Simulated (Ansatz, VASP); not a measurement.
# BaTiO3 in VASP and in Ansatz

```
Ba Ti O
1.0
     3.99397    0.00000    0.00000
     0.00000    3.99397    0.26200
     0.00000    0.26201    3.99410
Ba Ti O
1 1 3
Cartesian
  0.0000 0.0000 0.0000
  1.9970 2.1280 2.1281
  1.9970 1.9970 0.1310
  1.9970 0.1310 1.9971
  0.0000 2.1280 2.1281
```

Change from the starting cell: strain +0.1312 x Voigt [0, 0, 0, 1, 0, 0], atoms carried along.

Alike in both runs: task single point; functional r2SCAN; k mesh 8 × 8 × 8; occupations gaussian, width 0.05 eV; no spin polarisation.

```csv
,VASP,Ansatz
version,VASP 6.6.1,Ansatz 0.2.0
potentials or method,"VASP PAW PBE potentials, release 64 (Ba_sv, Ti_sv, O), cutoff 520 eV","scalar-relativistic, plane waves, PAW"
valence electrons in the cell,40,40
```

```tsv
	VASP	Ansatz	Ansatz less VASP
gap on the k mesh at the Fermi level (eV)	1.46	1.45	-0.011
least direct gap on the mesh (eV)	1.46	1.45	-0.011
pressure (GPa)	3.9	1.8	-2.15
traceless stress, the component that is largest in VASP (GPa)	-18.56	-17.99	+0.567
```

VASP's potentials were made for PBE, not for r2SCAN. Ansatz's warnings: near symmetry operations not taken.

Neither program's run includes spin-orbit coupling.
